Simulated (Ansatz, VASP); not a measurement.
# Two plane-wave programs on CeO2

Contents of INCAR:

```
  ALGO = Normal
  EDIFF = 1E-6
  ENCUT = 520
  GGA = PS
  ISIF = 2
  ISMEAR = 0
  IVDW = 12
  LASPH = T
  LCHARG = F
  LREAL = F
  LWAVE = F
  NBANDS = 19
  NELM = 80
  PREC = Accurate
  SIGMA = 0.05
```

The input KPOINTS:

```
k-points
0
Gamma
  8 8 8
```

The input POSCAR:

```
CeO2
1.0
    0.0000000000      2.6479971063      2.6479971063
    2.6479971063      0.0000000000      2.6479971063
    2.6479971063      2.6479971063      0.0000000000
Ce O
1 2
Direct
    0.0000000000      0.0000000000      0.0000000000
    0.2500000000      0.2500000000      0.2500000000
    0.7500000000      0.7500000000      0.7500000000
```

Input for Ansatz:

```yaml
crystal:
  lattice:
    - [0.0, 2.6479971063, 2.6479971063]
    - [2.6479971063, 0.0, 2.6479971063]
    - [2.6479971063, 2.6479971063, 0.0]
  atoms:
    - { symbol: Ce, position: [0.0, 0.0, 0.0] }
    - { symbol: O, position: [0.25, 0.25, 0.25] }
    - { symbol: O, position: [0.75, 0.75, 0.75] }
basis:
  ecutwfc: 420
  ecutrho_ratio: 4
kpoints:
  mp_grid: { grid: [8, 8, 8] }
hamiltonian:
  xc: pbesol
  dispersion: d3bj
scf:
  occupations: { method: gaussian, width: 0.05 }
output:
  forces: true
  stress: true
  eigenvalues: true
```

Alike in both runs: task single point; functional PBEsol; dispersion D3(BJ); k mesh 8 × 8 × 8; occupations gaussian, width 0.05 eV; no spin polarisation.

|  | VASP | Ansatz |
| --- | --- | --- |
| version | VASP 6.6.1 | Ansatz 0.2.0 |
| potentials or method | VASP PAW PBE potentials, release 64 (Ce, O), cutoff 520 eV | scalar-relativistic, plane waves, PAW |
| valence electrons in the cell | 24 | 24 |

```tsv
	VASP	Ansatz	Ansatz less VASP
gap on the k mesh at the Fermi level (eV)	2.13	2.16	+0.025
least direct gap on the mesh (eV)	2.27	2.29	+0.026
pressure (GPa)	9.0	9.0	0.00
```

VASP's potentials were made for PBE, not for PBEsol.

Spin-orbit coupling is off throughout.
